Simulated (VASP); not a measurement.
Write the native input for VASP 6.6.1 that does the following.

| Quantity | Value |
| --- | --- |
| Task | single point |
| Functional | PBE |
| Potentials or basis | VASP PAW PBE potentials, release 64 (P, B) |
| Cutoff | 520 eV |
| k mesh | 10 × 10 × 10 |
| Occupations | gaussian, width 0.023 eV |
| Spin | no spin polarisation |
| Dipole correction | no |
| Further INCAR settings | ALGO = Normal; EDIFF = 1e-06; NBANDS = 11 |

The structure of BP lies in POSCAR:

```
BP
1.0
    0.0000000000      2.2690000000      2.2690000000
    2.2690000000      0.0000000000      2.2690000000
    2.2690000000      2.2690000000      0.0000000000
P B
1 1
Direct
    0.7500000000      0.7500000000      0.7500000000
    0.0000000000      0.0000000000      0.0000000000
```

One way to write it, as run:

INCAR

```
PREC = Accurate
ENCUT = 520
EDIFF = 1E-6
ISMEAR = 0
SIGMA = 0.023
LREAL = F
LASPH = T
NELM = 100
ALGO = Normal
ISIF = 2
LWAVE = F
LCHARG = F
GGA = PE
NBANDS = 11
```

KPOINTS

```
regular mesh
0
Gamma
  10 10 10
```

Potentials or basis: VASP PAW PBE potentials, release 64 (P, B).

The run is started by

```sh
$ cat potpaw_PBE.64/P/POTCAR potpaw_PBE.64/B/POTCAR > POTCAR
$ mpirun -np 1 vasp_std > vasp.out
```

It gave:

| Quantity | Value |
| --- | --- |
| Pressure | 0.9 GPa |
| Band gap on the k mesh | 1.24 eV, indirect (least direct gap 3.40 eV) |

It took 5.2 s on 1 thread of Intel(R) Xeon(R) Platinum 8488C (Sapphire Rapids), on a shared host, peak memory 0.13 GiB.
